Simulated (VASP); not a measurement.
# Rh (I4/mmm) in VASP: a series of runs, part 2 of 2

VASP 6.6.1. Earlier steps stand in the parts before.

**3. Single point, PBEsol**

This run uses another cell than the first one, of the same volume but with other edges.

The input, INCAR:

```
SYSTEM = Rh
ALGO = Fast ; EDIFF = 1E-6
ENCUT = 520 ; GGA = PS
ISIF = 2 ; ISMEAR = 0
LASPH = .True. ; LCHARG = .False.
LREAL = .False. ; LWAVE = .False.
NBANDS = 14 ; NELM = 80
PREC = Accurate ; SIGMA = 0.15
```

The input, KPOINTS:

```
k-points
0
Gamma
  30 30 30
  0 0 0
```

The input, POSCAR:

```
Rh
1.0
    0.0000000000      1.6510640910      2.4765961365
    1.6510640910      0.0000000000      2.4765961365
    1.6510640910      1.6510640910      0.0000000000
Rh
1
Direct
    0.0000000000      0.0000000000      0.0000000000
```

Potentials or basis: VASP PAW PBE potentials, release 64 (Rh_pv).

Run with:

```sh
$ cat potpaw_PBE.64/Rh_pv/POTCAR > POTCAR
$ mpirun -np 1 vasp_std > vasp.out
```

OUTCAR:

```text
SYSTEM = Rh
   EDIFF = 1E-6
   ENCUT = 520
   GGA = PS
   ISIF = 2
   ISMEAR = 0
   LASPH = .True.
   LREAL = .False.
   NELM = 80
   PREC = Accurate

 ion  position               nearest neighbor table
   1  0.000  0.000  0.000-

  LATTYP: Found a body centered tetragonal cell.
 ALAT       =     2.3349572298
 C/A-ratio  =     2.1213203436

  Lattice vectors:

 A1 = (  -1.6510640910,   0.0000000000,   2.4765961365)
 A2 = (   1.6510640910,   0.0000000000,   2.4765961365)
 A3 = (   0.0000000000,   1.6510640910,  -2.4765961365)

Analysis of symmetry for initial positions (statically):
=====================================================================
 Subroutine PRICEL returns:
 Original cell was already a primitive cell.

 Routine SETGRP: Setting up the symmetry group for a
 body centered tetragonal supercell.

 Subroutine GETGRP returns: Found 16 space group operations
 (whereof 16 operations were pure point group operations)
 out of a pool of 16 trial point group operations.

The static configuration has the point symmetry D_4h.

Analysis of symmetry for dynamics (positions and initial velocities):
=====================================================================
 Subroutine PRICEL returns:
 Original cell was already a primitive cell.

 Routine SETGRP: Setting up the symmetry group for a
 body centered tetragonal supercell.

 Subroutine GETGRP returns: Found 16 space group operations
 (whereof 16 operations were pure point group operations)
 out of a pool of 16 trial point group operations.

The dynamic configuration has the point symmetry D_4h.

 Subroutine INISYM returns: Found 16 space group operations
 (whereof 16 operations are pure point group operations),
 and found     1 'primitive' translations

----------------------------------------------------------------------------------------

                                     Primitive cell

  volume of cell :      13.5025

  direct lattice vectors                    reciprocal lattice vectors
     0.000000000  1.651064091  2.476596136    -0.302835004  0.302835004  0.201890002
     1.651064091  0.000000000  2.476596136     0.302835004 -0.302835004  0.201890002
     1.651064091  1.651064091  0.000000000     0.302835004  0.302835004 -0.201890002

  length of vectors
     2.976498120  2.976498120  2.334957230     0.473474025  0.473474025  0.473474025

  position of ions in fractional coordinates (direct lattice)
     0.000000000  0.000000000  0.000000000

  ion indices of the primitive-cell ions
   primitive index   ion index
                 1           1

----------------------------------------------------------------------------------------

 KPOINTS: k-points

Automatic generation of k-mesh.
 Grid dimensions read from file:
 generate k-points for:   30   30   30

 Generating k-lattice:

  Cartesian coordinates                     Fractional coordinates (reciprocal lattice)
    -0.010094500  0.010094500  0.006729667     0.033333333  0.000000000  0.000000000
     0.010094500 -0.010094500  0.006729667     0.000000000  0.033333333  0.000000000
     0.010094500  0.010094500 -0.006729667    -0.000000000 -0.000000000  0.033333333

  Length of vectors
     0.015782467  0.015782467  0.015782467

  Shift w.r.t. Gamma in fractional coordinates (k-lattice)
     0.000000000  0.000000000  0.000000000

 Subroutine IBZKPT returns following result:
 ===========================================

 Found   1992 irreducible k-points:

 Following reciprocal coordinates:
            Coordinates               Weight
  0.000000  0.000000  0.000000      1.000000
  0.033333  0.000000  0.000000      8.000000
  0.066667  0.000000  0.000000      8.000000
  0.100000  0.000000  0.000000      8.000000
  0.133333  0.000000  0.000000      8.000000
  0.166667  0.000000  0.000000      8.000000
[... 16 lines left out ...]
  0.233333  0.033333  0.000000      8.000000
  0.266667  0.033333  0.000000      8.000000
 [... further k-points ...]
   k-points           NKPTS =   1992   k-points in BZ     NKDIM =   1992   number of bands    NBANDS=     14
   number of dos      NEDOS =    301   number of ions     NIONS =      1
   total plane-waves  NPLWV =  10368
   dimension x,y,z NGX =    24 NGY =   24 NGZ =   18
   dimension x,y,z NGXF=    48 NGYF=   48 NGZF=   36
   ions per type =               1
   NGX,Y,Z   is equivalent  to a cutoff of  13.40, 13.40, 12.82 a.u.
   NGXF,Y,Z  is equivalent  to a cutoff of  26.81, 26.81, 25.63 a.u.
 SYSTEM =  Rh
   PREC   = accura    normal or accurate (medium, high low for compatibility)
   ISTART =      0    job   : 0-new  1-cont  2-samecut
   ICHARG =      2    charge: 1-file 2-atom 10-const
   ISPIN  =      1    spin polarized calculation?
   LNONCOLLINEAR =      F non collinear calculations
   LSORBIT =      F    spin-orbit coupling
   LASPH  =      T    aspherical Exc in radial PAW
   ENCUT  =  520.0 eV  38.22 Ry    6.18 a.u.   5.53  5.53  4.34*2*pi/ulx,y,z
   NELM   =     80;   NELMIN=  2; NELMDL= -5     # of ELM steps
   EDIFF  = 0.1E-05   stopping-criterion for ELM
   LREAL  =      F    real-space projection
   EDIFFG = 0.1E-04   stopping-criterion for IOM
   NSW    =      0    number of steps for IOM
   IBRION =     -1    ionic relax: 0-MD 1-quasi-New 2-CG
   NFREE  =      0    steps in history (QN), initial steepest desc. (CG)
   ISIF   =      2    stress and relaxation
   ISYM   =      2    0-nonsym 1-usesym 2-fastsym
   POTIM  = 0.5000    time-step for ionic-motion
   TEBEG  =    0.0;   TEEND  =   0.0 temperature during run
   PSTRESS=    0.0 pullay stress
   NELECT =      15.0000    total number of electrons
   NUPDOWN=      -1.0000    fix difference up-down
   EMIN   =  10.00;   EMAX   =-10.00  energy-range for DOS
   EFERMI =   0.00;   METHOD = LEGACY
   ISMEAR =     0;   SIGMA  =   0.15  broadening in eV -4-tet -1-fermi 0-gaus
   EFERMI_NEDOS =   21; number of points for ismear=-14 and -15
   IALGO  =     68    algorithm
   IMIX   =      4    mixing-type and parameters
     AMIX     =   0.40;   BMIX     =  1.00
     AMIX_MAG =   1.60;   BMIX_MAG =  1.00
  volume/ion in A,a.u.               =      13.50        91.12
  Fermi-wavevector in a.u.,A,eV,Ry     =   1.695512  3.204053 39.113503  2.874761
  Thomas-Fermi vector in A             =   2.776543
   LORBIT       =      0    0 simple, 1 ext, 2 COOP (PROOUT), +10 PAW based schemes
   GGA     = PS    functional components
   LHFCALC =     F    Hartree Fock is set to
   AEXX    =    0.0000 exact exchange contribution
   IVDW    =     0    specifies the selected vdW correction
   LEPSILON=     F    determine dielectric tensor
   LRPA    =     F    only Hartree local field effects (RPA)
 non-spin polarized calculation
 RMM-DIIS sequential band-by-band and
 Gauss-broadening in eV      SIGMA  =   0.15
  energy-cutoff  :      520.00
  volume of cell :       13.50
 maximum number of plane-waves:       380
 NGX is ok and might be reduce to    24

 number of electron      14.9999999 magnetization

 Free energy of the ion-electron system (eV)
  ---------------------------------------------------
  ext. energy  EPLUGINS =         0.00000000
  ---------------------------------------------------
  free energy    TOTEN  =        -7.08238192 eV

  energy without entropy =       -7.06542824  energy(sigma->0) =       -7.07390508

 E-fermi :  12.1456     XC(G=0): -14.2380

 val. band max:       12.1453216644   @ k =   0.4667   0.3333   0.1000
 cond. band min:      12.1462365089   @ k =  -0.3333   0.3333   0.1333
 fundamental gap:      0.0009148445
 Fermi energy:        12.1456322378

 k-point     1 :       0.0000    0.0000    0.0000
  band No.  band energies     occupation
      1     -34.2294      2.00000
      2     -33.9583      2.00000
      3     -33.9583      2.00000
      4       4.0338      2.00000
      5       5.8795      2.00000
      6       7.7302      2.00000
      7      11.3445      2.00000
      8      11.3445      2.00000
      9      13.5433      0.00000
     10      26.7866      0.00000
     11      30.5695      0.00000
     12      32.8265      0.00000
     13      37.4731      0.00000
     14      37.4813      0.00000
[... 377 lines left out ...]
      1     -34.6639      2.00000
      2     -34.2467      2.00000
      3     -33.9105      2.00000
      4       5.7267      2.00000
      5       7.1988      2.00000
      6       8.7483      2.00000
      7      10.4558      2.00000
      8      11.7824      1.99938
      9      12.3016      0.14137
     10      27.2134      0.00000
     11      28.4778      0.00000
     12      32.8197      0.00000
     13      33.4179      0.00000
     14      35.6723      0.00000

 [... further k-points ...]

------------------------ aborting loop because EDIFF is reached ----------------------------------------

  FORCE on cell =-STRESS in cart. coord.  units (eV):
  Direction    XX          YY          ZZ          XY          YZ          ZX
  --------------------------------------------------------------------------------------
  -------------------------------------------------------------------------------------
  Total        5.4264374      5.4264374     -2.2084285      0.0000000     -0.0000000      0.0000000
  in kB      643.8909636    643.8909636   -262.0480105      0.0000000     -0.0000000      0.0000000
  external PRESSURE =     341.9113056 kB  Pullay stress =       0.0000000 kB

 VOLUME and BASIS-vectors are now :
 -----------------------------------------------------------------------------
  energy-cutoff  :      520.00
  volume of cell :       13.50
      direct lattice vectors                 reciprocal lattice vectors
     0.000000000  1.651064091  2.476596136    -0.302835004  0.302835004  0.201890002
     1.651064091  0.000000000  2.476596136     0.302835004 -0.302835004  0.201890002
     1.651064091  1.651064091  0.000000000     0.302835004  0.302835004 -0.201890002

 POSITION                                       TOTAL-FORCE (eV/Angst)
 -----------------------------------------------------------------------------------
      0.00000      0.00000      0.00000        -0.000000     -0.000000      0.000000
 -----------------------------------------------------------------------------------
    total drift:                                0.000000      0.000000     -0.000000

  FREE ENERGIE OF THE ION-ELECTRON SYSTEM (eV)
  ---------------------------------------------------
  free  energy   TOTEN  =        -7.0823819158 eV

  energy  without entropy=       -7.0654282417  energy(sigma->0) =       -7.07390508
```

Wall time 6.3 min (1 thread of Intel Xeon 8259CL, shared host); peak memory 0.44 GiB.

Results:

* Free energy: -7.0824 eV
* Pressure: 34.2 GPa
* Band gap on the k mesh: zero (an odd number of electrons rules out a gap without spin polarisation)

Stress tensor (GPa, compression positive):
```
 64.39   0.00   0.00
  0.00  64.39   0.00
  0.00   0.00 -26.20
```

Caveat: the stress differs along the axes, from -26 to 64 GPa; the PAW data sets were made with another functional, which shifts forces and pressure a little.
